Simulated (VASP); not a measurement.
# HW8C8O in VASP: single point with PBEsol

Aim: the single point of HW8C8O with PBEsol.

Program: VASP 6.6.1. These are calculated values, not measurements. Logs are shortened: lines on timing, memory, paths and dates and some standing lists are left out, and cuts for length are marked.

### 1 The cell of the first run

The cell holds a slab with vacuum, 18 atoms: a = 5.731 Å, b = 5.731 Å, c = 15.216 Å, α = 90.00°, β = 90.00°, γ = 120.00°.

### 2 Single point, PBEsol

INCAR reads:

```
ALGO = Normal
EDIFF = 1E-6
ENCUT = 520
GGA = PS
ISIF = 2
ISMEAR = 0
LASPH = T
LCHARG = F
LREAL = Auto
LWAVE = F
NBANDS = 90
NELM = 100
PREC = Accurate
SIGMA = 0.1
```

KPOINTS reads:

```
k-points
0
Gamma
  5 5 1
```

POSCAR reads:

```
HW8C8O
1.0
    5.7308598504      0.0000000864      0.0000000000
   -2.8654298504      4.9630700864      0.0000000000
    0.0000000000      0.0000000000     15.2163950000
W C O H
8 8 1 1
Direct
    0.0000000000      0.0000000000      0.0657185900
    0.0137803402      0.0068901701      0.2453097844
    0.0000000200      0.5000000100      0.0657185900
    0.0033384168      0.5016692084      0.2580092184
    0.5000000100     -0.0000000050      0.0657185900
    0.5024495908     -0.0040524827      0.2524013905
    0.5000000100      0.5000000150      0.0657185900
    0.5024495908      0.5065020734      0.2524013905
    0.3334867228      0.1667433614      0.1495151963
    0.3632203779      0.1816101890      0.3234451305
    0.3270011931      0.6635005966      0.1555053528
    0.3388751639      0.6694375820      0.3385842435
    0.8351683912      0.1697318252      0.1533508624
    0.8317858530      0.1302832912      0.3356146730
    0.8351683912      0.6654365660      0.1533508624
    0.8317858530      0.7015025618      0.3356146730
    0.9115634863      0.9557817432      0.3818117283
    1.3576085904      0.6788042952      0.4100820816
```

Potentials or basis: VASP PAW PBE potentials, release 64 (W_sv, C, O, H).

On the command line:

```sh
$ cat potpaw_PBE.64/W_sv/POTCAR potpaw_PBE.64/C/POTCAR potpaw_PBE.64/O/POTCAR potpaw_PBE.64/H/POTCAR > POTCAR
$ mpirun -np 1 vasp_std > vasp.out
```

OUTCAR:

```text
EDIFF = 1E-6
   ENCUT = 520
   GGA = PS
   ISIF = 2
   ISMEAR = 0
   LASPH = T
   LREAL = Auto
   NELM = 100
   PREC = Accurate

 ion  position               nearest neighbor table
   1  0.000  0.000  0.066-   9 2.09  13 2.13  15 2.13   2 2.73   3 2.87   3 2.87   5 2.87   7 2.87
                             5 2.87   7 2.87
   2  0.014  0.007  0.245-  14 2.05  16 2.05  10 2.10  17 2.14   9 2.15  13 2.20  15 2.20   1 2.73
                             8 2.83   6 2.83   4 2.87   4 2.87   6 2.90   8 2.90
   3  0.000  0.500  0.066-  15 2.11  13 2.11  11 2.12   1 2.87   1 2.87   7 2.87   5 2.87   7 2.87
                             5 2.87   4 2.93
   4  0.003  0.502  0.258-  12 2.07  16 2.19  14 2.19  11 2.24  15 2.29  13 2.29   6 2.85   8 2.85
                             2 2.87   2 2.87   8 2.89   6 2.89   3 2.93
   5  0.500  1.000  0.066-   9 2.09  13 2.13  11 2.16   6 2.84   7 2.87   1 2.87   3 2.87   7 2.87
                             1 2.87   3 2.87
   6  0.502  0.996  0.252-  10 1.95  14 2.07  12 2.08  11 2.21  13 2.24   9 2.30   8 2.80   2 2.83
                             5 2.84   4 2.85   4 2.89   2 2.90   8 2.93
   7  0.500  0.500  0.066-   9 2.09  15 2.13  11 2.16   8 2.84   5 2.87   3 2.87   1 2.87   5 2.87
                             3 2.87   1 2.87
   8  0.502  0.507  0.252-  10 1.95  16 2.07  12 2.08  11 2.21  15 2.24   9 2.30   6 2.80   2 2.83
                             7 2.84   4 2.85   4 2.89   2 2.90   6 2.93
   9  0.333  0.167  0.150-   5 2.09   7 2.09   1 2.09   2 2.15   8 2.30   6 2.30
  10  0.363  0.182  0.323-   8 1.95   6 1.95   2 2.10
  11  0.327  0.664  0.156-   3 2.12   5 2.16   7 2.16   6 2.21   8 2.21   4 2.24
  12  0.339  0.669  0.339-  18 1.09   4 2.07   6 2.08   8 2.08
  13  0.835  0.170  0.153-   3 2.11   1 2.13   5 2.13   2 2.20   6 2.24   4 2.29
  14  0.832  0.130  0.336-  17 1.47   2 2.05   6 2.07   4 2.19
  15  0.835  0.665  0.153-   3 2.11   1 2.13   7 2.13   2 2.20   8 2.24   4 2.29
  16  0.832  0.702  0.336-  17 1.47   2 2.05   8 2.07   4 2.19
  17  0.912  0.956  0.382-  14 1.47  16 1.47   2 2.14
  18  0.358  0.679  0.410-  12 1.09

  LATTYP: Found a hexagonal cell.
 ALAT       =     5.7308598504
 C/A-ratio  =     2.6551678801

  Lattice vectors:

 A1 = (   5.7308598504,   0.0000000864,   0.0000000000)
 A2 = (  -2.8654298504,   4.9630700864,   0.0000000000)
 A3 = (   0.0000000000,   0.0000000000,  15.2163950000)

Analysis of symmetry for initial positions (statically):
=====================================================================
 Subroutine PRICEL returns:
 Original cell was already a primitive cell.

 Routine SETGRP: Setting up the symmetry group for a
 hexagonal supercell.

 Subroutine GETGRP returns: Found  2 space group operations
 (whereof  2 operations were pure point group operations)
 out of a pool of 24 trial point group operations.

[... 140 lines left out ...]
   PSTRESS=    0.0 pullay stress
   NELECT =     151.0000    total number of electrons
   NUPDOWN=      -1.0000    fix difference up-down
   EMIN   =  10.00;   EMAX   =-10.00  energy-range for DOS
   EFERMI =   0.00;   METHOD = LEGACY
   ISMEAR =     0;   SIGMA  =   0.10  broadening in eV -4-tet -1-fermi 0-gaus
   EFERMI_NEDOS =   21; number of points for ismear=-14 and -15
   IALGO  =     38    algorithm
   IMIX   =      4    mixing-type and parameters
     AMIX     =   0.40;   BMIX     =  1.00
     AMIX_MAG =   1.60;   BMIX_MAG =  1.00
  volume/ion in A,a.u.               =      24.04       162.26
  Fermi-wavevector in a.u.,A,eV,Ry     =   1.152497  2.177904 18.071931  1.328249
  Thomas-Fermi vector in A             =   2.289148
   LORBIT       =      0    0 simple, 1 ext, 2 COOP (PROOUT), +10 PAW based schemes
   GGA     = PS    functional components
   LHFCALC =     F    Hartree Fock is set to
   AEXX    =    0.0000 exact exchange contribution
   IVDW    =     0    specifies the selected vdW correction
   LEPSILON=     F    determine dielectric tensor
   LRPA    =     F    only Hartree local field effects (RPA)
 non-spin polarized calculation
 Gauss-broadening in eV      SIGMA  =   0.10
  energy-cutoff  :      520.00
  volume of cell :      432.79
 maximum number of plane-waves:     11733
 NGX is ok and might be reduce to    48
   NGX = 21   NGY = 21   NGZ = 57

 number of electron     150.9999997 magnetization

 Free energy of the ion-electron system (eV)
  ---------------------------------------------------
  ext. energy  EPLUGINS =         0.00000000
  ---------------------------------------------------
  free energy    TOTEN  =      -184.75533803 eV

  energy without entropy =     -184.73301698  energy(sigma->0) =     -184.74417751

 E-fermi :   1.3010     XC(G=0):  -6.7801

 val. band max:        1.1002237592   @ k =   0.0000   0.2000   0.0000
 cond. band min:       1.3059787144   @ k =   0.0000   0.2000   0.0000
 fundamental gap:      0.2057549551
 Fermi energy:         1.3010138196

 k-point     1 :       0.0000    0.0000    0.0000
  band No.  band energies     occupation
      1     -72.6788      2.00000
      2     -72.6352      2.00000
      3     -72.5948      2.00000
      4     -72.5390      2.00000
      5     -72.5211      2.00000
      6     -72.4756      2.00000
[... 799 lines left out ...]
     86       3.5906      0.00000
     87       3.7502      0.00000
 [bands above 87 left out]

------------------------ aborting loop because EDIFF is reached ----------------------------------------

  FORCE on cell =-STRESS in cart. coord.  units (eV):
  Direction    XX          YY          ZZ          XY          YZ          ZX
  --------------------------------------------------------------------------------------
  -------------------------------------------------------------------------------------
  Total        6.3938146      3.5882696      1.2442626      2.4296732      0.0062147      0.0107627
  in kB       23.6694761     13.2835353      4.6061774      8.9944886      0.0230065      0.0398428
  external PRESSURE =      13.8530629 kB  Pullay stress =       0.0000000 kB

 VOLUME and BASIS-vectors are now :
 -----------------------------------------------------------------------------
  energy-cutoff  :      520.00
  volume of cell :      432.79
      direct lattice vectors                 reciprocal lattice vectors
     5.730859850  0.000000086  0.000000000     0.174493884  0.100744091  0.000000000
    -2.865429850  4.963070086  0.000000000    -0.000000003  0.201488187  0.000000000
     0.000000000  0.000000000 15.216395000     0.000000000  0.000000000  0.065718588

 POSITION                                       TOTAL-FORCE (eV/Angst)
 -----------------------------------------------------------------------------------
      0.00000      0.00000      1.00000        -0.173148     -0.099967     -1.003230
      0.05923      0.03420      3.73273         0.025519      0.014733     -0.114851
     -1.43271      2.48154      1.00000        -0.025247     -0.014576      0.640446
     -1.41837      2.48982      3.92597        -0.023548     -0.013595     -0.015603
      0.00000      4.96307      1.00000         0.254498     -0.191479      0.064708
      0.02565      4.94296      3.84064         0.019793     -0.018403     -0.032331
[... 10 lines left out ...]
      2.48532      4.74361      5.80980         0.041293      0.023840      0.179606
      0.10434      3.36895      6.23997         0.003969      0.002291      0.029246
 -----------------------------------------------------------------------------------
    total drift:                               -0.010674     -0.006162      0.007497

  FREE ENERGIE OF THE ION-ELECTRON SYSTEM (eV)
  ---------------------------------------------------
  free  energy   TOTEN  =      -184.7553380315 eV

  energy  without entropy=     -184.7330169850  energy(sigma->0) =     -184.74417751
```

OSZICAR:

```text
N       E                     dE             d eps       ncg     rms          rms(c)
DAV:   1     0.184133089843E+04    0.18413E+04   -0.88373E+04  1900   0.162E+03
DAV:   2    -0.796349528493E+02   -0.19210E+04   -0.18822E+04  1854   0.497E+02
DAV:   3    -0.202653752842E+03   -0.12302E+03   -0.11967E+03  1968   0.123E+02
[... 19 lines left out ...]
DAV:  23    -0.184755291123E+03   -0.85483E-04   -0.63908E-06  1528   0.106E-02    0.624E-03
DAV:  24    -0.184755320186E+03   -0.29062E-04   -0.56898E-06  1606   0.741E-03    0.179E-03
DAV:  25    -0.184755330633E+03   -0.10447E-04   -0.11083E-06  1280   0.353E-03    0.111E-03
DAV:  26    -0.184755335951E+03   -0.53183E-05   -0.50939E-07  1156   0.218E-03    0.762E-04
DAV:  27    -0.184755337633E+03   -0.16818E-05   -0.20301E-07  1166   0.128E-03    0.452E-04
DAV:  28    -0.184755338031E+03   -0.39860E-06   -0.63903E-08   990   0.823E-04
   1 F= -.18475534E+03 E0= -.18474418E+03  d E =-.223210E-01
```

stdout:

```text
POSCAR found type information on POSCAR W C O H
 POSCAR found :  4 types and      18 ions
 scaLAPACK will be used
 -----------------------------------------------------------------------------
|                                                                             |
|                                                                             |
|     You enforced a specific xc type in the INCAR file but a different       |
|     I HOPE YOU KNOW WHAT YOU ARE DOING!                                     |
|                                                                             |
 -----------------------------------------------------------------------------

 LDA part: xc-table for (Slater+PW92), standard interpolation
 POSCAR, INCAR and KPOINTS ok, starting setup
 FFT: planning ... GRIDC
 FFT: planning ... GRID_SOFT
 FFT: planning ... GRID
 WAVECAR not read
 entering main loop
```

Run time: 15 min. Hardware: 1 thread of Intel Xeon Platinum 8488C (Sapphire Rapids), shared host; peak memory 0.71 GiB.

Results:

- Free energy: -184.7553 eV
- Largest force: 1.023 eV/Å

Forces on the atoms (eV/Å):
```
W   -0.173 -0.100 -1.003
W    0.026  0.015 -0.115
W   -0.025 -0.015  0.640
W   -0.024 -0.014 -0.016
W    0.254 -0.191  0.065
W    0.020 -0.018 -0.032
W   -0.039  0.316  0.065
W   -0.006  0.026 -0.032
C   -0.001  0.000  0.004
C   -0.014 -0.008  0.122
C   -0.019 -0.011 -0.028
C    0.009  0.005  0.056
C   -0.005 -0.001 -0.003
C   -0.109  0.136  0.036
C   -0.003 -0.004 -0.003
C    0.063 -0.162  0.036
O    0.041  0.024  0.180
H    0.004  0.002  0.029
```

Levels at points of the mesh, in eV from the Fermi level:
| k point | band 73 | band 74 | band 75 | band 76 | band 77 | band 78 | band 79 | band 80 |
| --- | --- | --- | --- | --- | --- | --- | --- | --- |
| (0.00, 0.00, 0.00) | 0.20 | 0.20 | 0.47 | 0.51 | 0.52 | 0.90 | 1.22 | 2.07 |

Caveat: the PAW data sets were made with another functional, which shifts forces and pressure a little; spin-orbit coupling is left out, which moves the levels of the heavy elements; an odd number of electrons without spin polarisation forces a metal; a magnetic or distorted state may lie lower.
